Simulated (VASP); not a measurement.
# Ru6N in VASP: further runs

The runs below take Ru6N through single point, with PBE.

All numbers are computed with VASP 6.6.1; they aren't measurements. Logs are shortened: lines on timing, memory, paths and dates and some standing lists are left out, and cuts for length are marked.

**1. The cell of the first run**

The cell holds a slab with vacuum, 7 atoms: a = 2.720 Å, b = 4.297 Å, c = 20.838 Å, α = 90.00°, β = 90.00°, γ = 90.00°.

**2. Single point, PBE**

INCAR reads:

```
ALGO     = Normal         # electronic algorithm
DIPOL    = 0.5 0.5 0.350
EDIFF    = 1E-6           # SCF threshold, eV
ENCUT    = 520            # plane-wave cutoff, eV
GGA      = PE             # functional
IDIPOL   = 3            
ISIF     = 2              # what is computed and relaxed
ISMEAR   = 0              # smearing method
LASPH    = True           # aspherical terms in the spheres
LCHARG   = False          # write CHGCAR
LDIPOL   = True         
LREAL    = False          # projectors in reciprocal space
LWAVE    = False          # write WAVECAR
NBANDS   = 54             # bands
NELM     = 60             # most SCF steps
PREC     = Accurate       # precision mode
SIGMA    = 0.1            # smearing width, eV
```

KPOINTS reads:

```
k-points
0
Gamma
  10 6 1
```

POSCAR reads:

```
Ru6N
1.0
    2.7197977462      0.0000000000      0.0000000000
    0.0000000000      4.2966597640      0.0000000000
    0.0000000000      0.0000000000     20.8383397414
Ru N
6 1
Direct
    0.0000000000      0.7500000000      0.1919538720
    0.5000000000      0.2500000000      0.2296314409
    0.5000000000      0.7500000000      0.3049865786
    0.0000000000      0.2500000000      0.3407382302
    0.0000000000      0.7500000000      0.4168575075
    0.5000000000      0.2500000000      0.4481326179
    0.8333333333      0.3500000000      0.5145900807
```

Potentials or basis: VASP PAW PBE potentials, release 64 (Ru_pv, N).

The run is started by

```
> cat potpaw_PBE.64/Ru_pv/POTCAR potpaw_PBE.64/N/POTCAR > POTCAR
> mpirun -np 1 vasp_std > vasp.out
```

OUTCAR:

```text
EDIFF = 1E-6
   ENCUT = 520
   GGA = PE
   ISIF = 2
   ISMEAR = 0
   LASPH = True
   LREAL = False
   NELM = 60
   PREC = Accurate

 ion  position               nearest neighbor table
   1  0.000  0.750  0.192-   2 2.66   2 2.66   2 2.66   2 2.66   3 2.72   3 2.72
   2  0.500  0.250  0.230-   3 2.66   3 2.66   1 2.66   1 2.66   1 2.66   1 2.66   4 2.69   4 2.69

   3  0.500  0.750  0.305-   4 2.65   4 2.65   4 2.65   4 2.65   2 2.66   2 2.66   5 2.70   5 2.70
                             1 2.72   1 2.72
   4  0.000  0.250  0.341-   6 2.62   6 2.62   3 2.65   3 2.65   3 2.65   3 2.65   5 2.67   5 2.67
                             2 2.69   2 2.69
   5  0.000  0.750  0.417-   6 2.62   6 2.62   6 2.62   6 2.62   4 2.67   4 2.67   3 2.70   3 2.70

   6  0.500  0.250  0.448-   7 1.71   7 2.32   4 2.62   4 2.62   5 2.62   5 2.62   5 2.62   5 2.62

   7  0.833  0.350  0.515-   6 1.71   6 2.32

  LATTYP: Found a simple orthorhombic cell.
 ALAT       =     2.7197977462
 B/A-ratio  =     1.5797717937
 C/A-ratio  =     7.6617240273

  Lattice vectors:

 A1 = (   2.7197977462,   0.0000000000,   0.0000000000)
 A2 = (   0.0000000000,   4.2966597640,   0.0000000000)
 A3 = (   0.0000000000,   0.0000000000,  20.8383397414)

Analysis of symmetry for initial positions (statically):
=====================================================================
 Subroutine PRICEL returns:
 Original cell was already a primitive cell.

 Routine SETGRP: Setting up the symmetry group for a
 simple orthorhombic supercell.

 Subroutine GETGRP returns: Found  1 space group operations
 (whereof  1 operations were pure point group operations)
 out of a pool of  8 trial point group operations.

The static configuration has the point symmetry C_1 .

Analysis of symmetry for dynamics (positions and initial velocities):
=====================================================================
 Subroutine PRICEL returns:
 Original cell was already a primitive cell.

 Routine SETGRP: Setting up the symmetry group for a
 simple orthorhombic supercell.

 Subroutine GETGRP returns: Found  1 space group operations
 (whereof  1 operations were pure point group operations)
 out of a pool of  8 trial point group operations.

The dynamic configuration has the point symmetry C_1 .

 Subroutine INISYM returns: Found  1 space group operations
 (whereof  1 operations are pure point group operations),
 and found     1 'primitive' translations

----------------------------------------------------------------------------------------

                                     Primitive cell

  volume of cell :     243.5178

  direct lattice vectors                    reciprocal lattice vectors
     2.719797746  0.000000000  0.000000000     0.367674398  0.000000000  0.000000000
     0.000000000  4.296659764  0.000000000     0.000000000  0.232738931  0.000000000
     0.000000000  0.000000000 20.838339741     0.000000000  0.000000000  0.047988468

  length of vectors
     2.719797746  4.296659764 20.838339741     0.367674398  0.232738931  0.047988468

  position of ions in fractional coordinates (direct lattice)
     0.000000000  0.750000000  0.191953872
     0.500000000  0.250000000  0.229631441
     0.500000000  0.750000000  0.304986579
     0.000000000  0.250000000  0.340738230
     0.000000000  0.750000000  0.416857507
     0.500000000  0.250000000  0.448132618
     0.833333333  0.350000000  0.514590081

  ion indices of the primitive-cell ions
   primitive index   ion index
                 1           1
                 2           2
                 3           3
                 4           4
                 5           5
                 6           6
                 7           7

----------------------------------------------------------------------------------------

 KPOINTS: k-points

Automatic generation of k-mesh.
 Grid dimensions read from file:
 generate k-points for:   10    6    1

 Generating k-lattice:

  Cartesian coordinates                     Fractional coordinates (reciprocal lattice)
     0.036767440  0.000000000  0.000000000     0.100000000  0.000000000  0.000000000
     0.000000000  0.038789822  0.000000000     0.000000000  0.166666667  0.000000000
     0.000000000  0.000000000  0.047988468     0.000000000  0.000000000  1.000000000

  Length of vectors
     0.036767440  0.038789822  0.047988468

  Shift w.r.t. Gamma in fractional coordinates (k-lattice)
     0.000000000  0.000000000  0.000000000

 Subroutine IBZKPT returns following result:
 ===========================================

 Found     32 irreducible k-points:

 Following reciprocal coordinates:
            Coordinates               Weight
  0.000000  0.000000  0.000000      1.000000
  0.100000  0.000000  0.000000      2.000000
  0.200000  0.000000  0.000000      2.000000
  0.300000  0.000000  0.000000      2.000000
  0.400000  0.000000  0.000000      2.000000
  0.500000  0.000000  0.000000      1.000000
[... 16 lines left out ...]
  0.300000 -0.333333  0.000000      2.000000
  0.400000  0.333333  0.000000      2.000000
 [... further k-points ...]
   k-points           NKPTS =     32   k-points in BZ     NKDIM =     32   number of bands    NBANDS=     54
   number of dos      NEDOS =    301   number of ions     NIONS =      7
   total plane-waves  NPLWV = 102400
   dimension x,y,z NGX =    20 NGY =   32 NGZ =  160
   dimension x,y,z NGXF=    40 NGYF=   64 NGZF=  320
   ions per type =               6   1
   NGX,Y,Z   is equivalent  to a cutoff of  12.22, 12.38, 12.76 a.u.
   NGXF,Y,Z  is equivalent  to a cutoff of  24.45, 24.76, 25.53 a.u.
 SYSTEM =  unknown system
   PREC   = accura    normal or accurate (medium, high low for compatibility)
   ISTART =      0    job   : 0-new  1-cont  2-samecut
   ICHARG =      2    charge: 1-file 2-atom 10-const
   ISPIN  =      1    spin polarized calculation?
   LNONCOLLINEAR =      F non collinear calculations
   LSORBIT =      F    spin-orbit coupling
   LASPH  =      T    aspherical Exc in radial PAW
   ENCUT  =  520.0 eV  38.22 Ry    6.18 a.u.   5.06  7.99 38.75*2*pi/ulx,y,z
   NELM   =     60;   NELMIN=  2; NELMDL= -5     # of ELM steps
   EDIFF  = 0.1E-05   stopping-criterion for ELM
   LREAL  =      F    real-space projection
   EDIFFG = 0.1E-04   stopping-criterion for IOM
   NSW    =      0    number of steps for IOM
   IBRION =     -1    ionic relax: 0-MD 1-quasi-New 2-CG
   NFREE  =      0    steps in history (QN), initial steepest desc. (CG)
   ISIF   =      2    stress and relaxation
   ISYM   =      2    0-nonsym 1-usesym 2-fastsym
   POTIM  = 0.5000    time-step for ionic-motion
   TEBEG  =    0.0;   TEEND  =   0.0 temperature during run
   PSTRESS=    0.0 pullay stress
   NELECT =      89.0000    total number of electrons
   NUPDOWN=      -1.0000    fix difference up-down
   EMIN   =  10.00;   EMAX   =-10.00  energy-range for DOS
   EFERMI =   0.00;   METHOD = LEGACY
   ISMEAR =     0;   SIGMA  =   0.10  broadening in eV -4-tet -1-fermi 0-gaus
   EFERMI_NEDOS =   21; number of points for ismear=-14 and -15
   IALGO  =     38    algorithm
   IMIX   =      4    mixing-type and parameters
     AMIX     =   0.40;   BMIX     =  1.00
     AMIX_MAG =   1.60;   BMIX_MAG =  1.00
  volume/ion in A,a.u.               =      34.79       234.76
  Fermi-wavevector in a.u.,A,eV,Ry     =   1.170473  2.211873 18.640066  1.370006
  Thomas-Fermi vector in A             =   2.306931
   LORBIT       =      0    0 simple, 1 ext, 2 COOP (PROOUT), +10 PAW based schemes
   GGA     = PE    functional components
   LHFCALC =     F    Hartree Fock is set to
   AEXX    =    0.0000 exact exchange contribution
   IVDW    =     0    specifies the selected vdW correction
   LEPSILON=     F    determine dielectric tensor
   LRPA    =     F    only Hartree local field effects (RPA)
 non-spin polarized calculation
 Gauss-broadening in eV      SIGMA  =   0.10
  energy-cutoff  :      520.00
  volume of cell :      243.52
 maximum number of plane-waves:      6614
   NGX = 11   NGY = 15   NGZ = 77

 dipolmoment           0.000000      0.000000     -0.478157 electrons x Angstroem

 number of electron      89.0000041 magnetization

 dipolmoment           0.000000      0.000000      0.100051 electrons x Angstroem

 Free energy of the ion-electron system (eV)
  ---------------------------------------------------
  ext. energy  EPLUGINS =         0.00000000
  ---------------------------------------------------
  free energy    TOTEN  =       -58.38328532 eV

  energy without entropy =      -58.33958435  energy(sigma->0) =      -58.36143483

 E-fermi :   1.0141     XC(G=0):  -6.0261

 val. band max:        1.0102406635   @ k =   0.3000   0.1667   0.0000
 cond. band min:       1.0157362317   @ k =   0.2000   0.0000   0.0000
 fundamental gap:      0.0054955682
 Fermi energy:         1.0140750016

 k-point     1 :       0.0000    0.0000    0.0000
  band No.  band energies     occupation
      1     -43.3325      2.00000
      2     -42.7885      2.00000
      3     -42.5522      2.00000
      4     -42.5160      2.00000
      5     -42.3119      2.00000
      6     -42.1908      2.00000
[... 46 lines left out ...]
     53       2.6303      0.00000
     54       2.8368      0.00000

 k-point     2 :       0.1000    0.0000    0.0000
  band No.  band energies     occupation
      1     -43.3350      2.00000
      2     -42.7681      2.00000
      3     -42.5540      2.00000
      4     -42.5314      2.00000
      5     -42.3026      2.00000
      6     -42.1738      2.00000
[... 46 lines left out ...]
     53       2.6894      0.00000
     54       2.7359      0.00000

 k-point     3 :       0.2000    0.0000    0.0000
  band No.  band energies     occupation
      1     -43.3500      2.00000
      2     -42.7178      2.00000
      3     -42.6360      2.00000
      4     -42.4742      2.00000
      5     -42.2790      2.00000
      6     -42.1474      2.00000
[... 46 lines left out ...]
     53       2.7769      0.00000
     54       3.1872      0.00000
[... 1084 lines left out ...]
 k-point    23 :       0.3000   -0.3333    0.0000
  band No.  band energies     occupation
      1     -43.4110      2.00000
      2     -42.7690      2.00000
      3     -42.6052      2.00000
      4     -42.4643      2.00000
      5     -42.3839      2.00000
      6     -42.2916      2.00000
[... 46 lines left out ...]
     53       3.0018      0.00000
     54       3.8981      0.00000

 k-point    24 :       0.4000    0.3333    0.0000
  band No.  band energies     occupation
      1     -43.4584      2.00000
      2     -42.8543      2.00000
      3     -42.6186      2.00000
      4     -42.5060      2.00000
      5     -42.4593      2.00000
      6     -42.2960      2.00000
[... 46 lines left out ...]
     53       3.1825      0.00000
     54       4.2834      0.00000

 [... further k-points ...]

------------------------ aborting loop because EDIFF is reached ----------------------------------------

 vacuum level on the upper side and lower side of the slab       (xc-potential included)         0.698        -0.759

  FORCE on cell =-STRESS in cart. coord.  units (eV):
  Direction    XX          YY          ZZ          XY          YZ          ZX
  --------------------------------------------------------------------------------------
  -------------------------------------------------------------------------------------
  Total       -0.4341358     -0.3177689      2.1292585      1.0270881      0.4786042      2.7187234
  in kB       -2.8563112     -2.0906982     14.0090369      6.7575239      3.1488819     17.8873052
  external PRESSURE =       3.0206758 kB  Pullay stress =       0.0000000 kB

 VOLUME and BASIS-vectors are now :
 -----------------------------------------------------------------------------
  energy-cutoff  :      520.00
  volume of cell :      243.52
      direct lattice vectors                 reciprocal lattice vectors
     2.719797746  0.000000000  0.000000000     0.367674398  0.000000000  0.000000000
     0.000000000  4.296659764  0.000000000     0.000000000  0.232738931  0.000000000
     0.000000000  0.000000000 20.838339741     0.000000000  0.000000000  0.047988468

 POSITION                                       TOTAL-FORCE (eV/Angst)
 -----------------------------------------------------------------------------------
      0.00000      3.22249      4.00000         0.033856      0.065126      0.857599
      1.35990      1.07416      4.78514        -0.070859     -0.025549     -0.507612
      1.35990      3.22249      6.35541         0.008401     -0.150522     -0.260378
      0.00000      1.07416      7.10042        -0.559370     -0.049482     -1.316741
      0.00000      3.22249      8.68662         0.119996      0.362100     -0.881757
      1.35990      1.07416      9.33834        -0.564292     -0.481240      1.974196
      2.26650      1.50383     10.72320         1.032268      0.279565      0.134693
 -----------------------------------------------------------------------------------
    total drift:                               -0.000152     -0.000004      0.000158

  FREE ENERGIE OF THE ION-ELECTRON SYSTEM (eV)
  ---------------------------------------------------
  free  energy   TOTEN  =       -58.3832853160 eV

  energy  without entropy=      -58.3395843459  energy(sigma->0) =      -58.36143483

 vacuum level on the upper side and lower side of the slab         7.347         5.799
```

Wall time 13 min (1 thread of AMD EPYC 7R13 (Zen 3), shared host); peak memory 0.47 GiB.

Results:

* Free energy: -58.3833 eV
* Largest force: 2.109 eV/Å
* Band gap on the k mesh: zero (an odd number of electrons rules out a gap without spin polarisation)

Forces in eV/Å, atoms in the order of the input:
```
Ru   0.034  0.065  0.858
Ru  -0.071 -0.026 -0.508
Ru   0.008 -0.151 -0.260
Ru  -0.559 -0.049 -1.317
Ru   0.120  0.362 -0.882
Ru  -0.564 -0.481  1.974
N    1.032  0.280  0.135
```

Levels at points of the mesh, in eV from the Fermi level:
```tsv
k point	band 42	band 43	band 44	band 45	band 46	band 47	band 48	band 49
(0.00, 0.00, 0.00)	-1.27	-1.19	-0.98	-0.65	-0.31	-0.02	0.48	0.67
(0.50, 0.00, 0.00)	-0.05	0.12	0.16	0.65	1.09	1.18	1.43	1.63
(0.00, 0.50, 0.00)	-1.03	-0.78	-0.34	0.10	0.31	0.35	0.45	0.54
(0.50, 0.50, 0.00)	-0.38	0.03	0.52	0.77	0.94	1.05	1.22	1.44
```

(Part 1 of 2 ends here.)
